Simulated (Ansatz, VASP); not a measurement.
One calculation of CdS, two programs

POSCAR

```
CdS
1.0
    0.0000000000      2.9165000000      2.9165000000
    2.9165000000      0.0000000000      2.9165000000
    2.9165000000      2.9165000000      0.0000000000
Cd S
1 1
Direct
    0.0000000000      0.0000000000      0.0000000000
    0.7500000000      0.7500000000      0.7500000000
```

INCAR.step1

```
SYSTEM = CdS
  PREC = Accurate
  ENCUT = 520
  EDIFF = 1E-5
  ISMEAR = 0
  SIGMA = 0.01
  LREAL = .False.
  LASPH = .True.
  NELM = 80
  ALGO = Normal
  ISIF = 2
  LWAVE = .True.
  NBANDS = 16
  GGA = PE
```

File INCAR.step2:

```
SYSTEM = CdS
  PREC = Accurate
  ENCUT = 520
  EDIFF = 1E-6
  ISMEAR = 0
  SIGMA = 0.01
  LREAL = .False.
  LASPH = .True.
  NELM = 80
  ALGO = Normal
  ISIF = 2
  LWAVE = .False.
  LCHARG = .True.
  GGA = PE
  LHFCALC = .True.
  AEXX = 0.25
  PRECFOCK = Normal
  LELF = .True.
  LVHAR = .True.
  NBANDS = 16
  ISTART = 1
```

Contents of KPOINTS:

```
Automatic mesh
0
Gamma
  6 6 6
  0 0 0
```

Contents of input:

```
crystal:
  lattice:
    - [0.0, 2.9165, 2.9165]
    - [2.9165, 0.0, 2.9165]
    - [2.9165, 2.9165, 0.0]
  atoms:
    - { symbol: Cd, position: [0.0, 0.0, 0.0] }
    - { symbol: S, position: [0.75, 0.75, 0.75] }
kpoints:
  mp_grid: { grid: [6, 6, 6] }
  band_path:
    path:
      - [0.0, 0.0, 0.0]
      - [-0.5, -0.5, 0.0]
      - [-0.375, -0.375, 0.25]
      - [-0.375, 0.0, 0.375]
      - [0.0, 0.0, 0.5]
      - [-0.5, -0.25, 0.25]
    npoints: 1
hamiltonian:
  xc: pbe0
scf:
  occupations: { method: fixed }
  n_extra_bands: 4
output:
  forces: true
  stress: true
  eigenvalues: true
```

Alike in both runs: functional PBE0; k mesh 6 × 6 × 6; no spin polarisation.

|  | VASP | Ansatz |
| --- | --- | --- |
| version | VASP 6.6.1 | Ansatz 0.2.0 |
| potentials or method | VASP PAW PBE potentials, release 64 (Cd, S) | Ansatz PAW |
| plane-wave cutoff (eV) | 520 | 420 |
| occupations | gaussian, width 0.01 eV | fixed |
| valence electrons in the cell | 18 | 26 |
| task | single point | band structure |

Ansatz gave:

| Property | Result |
| --- | --- |
| gap on the k mesh at the Fermi level (eV) | 2.81 |
| least direct gap on the mesh (eV) | 2.81 |
| pressure (GPa) | 1.6 |

Question: Estimate VASP's values.

Answer: gap on the k mesh at the Fermi level (eV): 2.83; least direct gap on the mesh (eV): 2.83; pressure (GPa): 1.8.

VASP's potentials hold 18 valence electrons a cell and Ansatz's 26, so a difference there can come from the potentials and not from the codes.
